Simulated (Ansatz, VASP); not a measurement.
**One calculation of Ru, two programs**

```
CELL_PARAMETERS angstrom
-1.52716 1.52716 1.52716
1.52716 -1.52716 1.52716
1.52716 1.52716 -1.52716
ATOMIC_POSITIONS crystal
Ru 0.00000 0.00000 0.00000
```

Alike in both runs: functional PBE; k mesh 19 × 19 × 19; occupations fermi-dirac, width 0.08 eV; no spin polarisation.

Ansatz relaxed the structure, and its values are those at the end. VASP's run is a single point on that final structure, the one shown.

|  | VASP | Ansatz |
| --- | --- | --- |
| version | VASP 6.6.1 | Ansatz 0.2.0 |
| potentials or method | VASP PAW PBE potentials, release 64 (Ru_pv) | PAW with Ansatz's default frozen-core files, scalar-relativistic |
| plane-wave cutoff (eV) | 520 | 420 |
| valence electrons in the cell | 14 | 16 |

Ansatz gave:

| Item | Value |
| --- | --- |
| pressure (GPa) | 0.0 |

Question: Estimate VASP's values.

Answer: Pressure (GPa): -0.1.

The functional is the same, so the differences come from potentials, cutoffs and numerics. VASP's potentials hold 14 valence electrons a cell and Ansatz's 16, so a difference there can come from the potentials and not from the codes.
